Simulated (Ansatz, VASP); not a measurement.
TiCo3: VASP beside Ansatz

The input INCAR:

```
SYSTEM = TiCo3
PREC     = Accurate       ! precision mode
ENCUT    = 520            ! plane-wave cutoff, eV
EDIFF    = 1E-6           ! SCF threshold, eV
ISMEAR   = 0              ! smearing method
SIGMA    = 0.1            ! smearing width, eV
LREAL    = .False.        ! projectors in reciprocal space
LASPH    = .True.         ! aspherical terms in the spheres
NELM     = 150            ! most SCF steps
ALGO     = Normal         ! electronic algorithm
ISIF     = 2              ! what is computed and relaxed
LWAVE    = .False.        ! write WAVECAR
LCHARG   = .False.        ! write CHGCAR
ISPIN    = 2              ! spin polarisation
MAGMOM   = -0.42 1.21 1.21 1.21 ! initial moments
LORBIT   = 11             ! projections on sites
LMAXMIX  = 4              ! l up to which the mixer works
GGA      = PS             ! functional
NBANDS   = 32             ! bands
```

The input KPOINTS:

```
Automatic mesh
0
Gamma
  2 2 2
  0 0 0
```

The input POSCAR:

```
TiCo3
1.0
    3.6140000000      0.0000000000      0.0000000000
    0.0000000000      3.6140000000      0.0000000000
    0.0000000000      0.0000000000      3.6140000000
Ti Co
1 3
Direct
    0.0000000000      0.0000000000      0.0000000000
    0.0000000000      0.5000000000      0.5000000000
    0.5000000000      0.0000000000      0.5000000000
    0.5000000000      0.5000000000      0.0000000000
```

Input for Ansatz:

```yaml
crystal:
  lattice:
    - [3.614, 0.0, 0.0]
    - [0.0, 3.614, 0.0]
    - [0.0, 0.0, 3.614]
  atoms:
    - { symbol: Ti, position: [0.0, 0.0, 0.0], spin: -0.42 }
    - { symbol: Co, position: [0.0, 0.5, 0.5], spin: 1.21 }
    - { symbol: Co, position: [0.5, 0.0, 0.5], spin: 1.21 }
    - { symbol: Co, position: [0.5, 0.5, 0.0], spin: 1.21 }
basis:
  ecutwfc: 420
kpoints:
  mp_grid: { grid: [2, 2, 2] }
hamiltonian:
  xc: pbesol
scf:
  occupations: { method: gaussian, width: 0.1 }
output:
  forces: true
  stress: true
  eigenvalues: true
  populations: true
magnetization:
  spin_polarized: true
```

Alike in both runs: task single point; functional PBEsol; k mesh 2 × 2 × 2; occupations gaussian, width 0.1 eV; collinear spin.

|  | VASP | Ansatz |
| --- | --- | --- |
| version | VASP 6.6.1 | Ansatz 0.2.0 |
| potentials or method | VASP PAW PBE potentials, release 64 (Ti_sv, Co), cutoff 520 eV | scalar-relativistic, plane waves, PAW |
| valence electrons in the cell | 39 | 63 |

Ansatz gave:

- gap on the k mesh at the Fermi level (eV): none
- pressure (GPa): -16.3
- net moment per atom (μB): 0.00

What did VASP give for the same quantities?

gap on the k mesh at the Fermi level (eV): none; pressure (GPa): -16.8; net moment per atom (μB): 0.00.

VASP's potentials were made for PBE, not for PBEsol. A gap of «none» marks a metal or a gap that the smearing closes. The functional is the same, so the differences come from potentials, cutoffs and numerics. VASP's potentials hold 39 valence electrons a cell and Ansatz's 63, so a difference there can come from the potentials and not from the codes. Ansatz's warnings: filled band counts differ across k points, seeded moment not kept.

The k mesh is coarse, so the values compare programs but aren't converged.
